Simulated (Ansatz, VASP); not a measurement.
One calculation of Se, two programs

```
Se
1.0
     5.68100    3.27993    1.46157
    -5.68100    3.27993    1.46157
     0.00000   -6.55985    1.46157
Se
6
Direct
  0.28066 0.16251 0.91818
  0.91818 0.28066 0.16251
  0.16251 0.91818 0.28066
  0.71934 0.83749 0.08182
  0.08182 0.71934 0.83749
  0.83749 0.08182 0.71934
```

Change from the starting cell: zz strain of -1 %.

Alike in both runs: task single point; functional PBE; k mesh 6 × 6 × 6; occupations fermi-dirac, width 0.01 eV; no spin polarisation.

|  | VASP | Ansatz |
| --- | --- | --- |
| version | VASP 6.6.1 | Ansatz 0.2.0 |
| potentials or method | VASP PAW PBE potentials, release 64 (Se), cutoff 520 eV | all-electron LAPW, scalar-relativistic |

VASP gave:

```
gap on the k mesh at the Fermi level (eV)                     : 1.15
pressure (GPa)                                                : 3.2
traceless stress, the component that is largest in VASP (GPa) : -0.32
rms of the force components (eV/Å)                            : 0.333
```

Problem. Which values does Ansatz return?

Solution. gap on the k mesh at the Fermi level (eV): 1.16; pressure (GPa): 3.1; traceless stress, the component that is largest in VASP (GPa): -0.26; rms of the force components (eV/Å): 0.308.

Atom by atom the forces differ by 0.026 eV/Å (rms over components). Ansatz ran all-electron here, and VASP with PAW potentials.
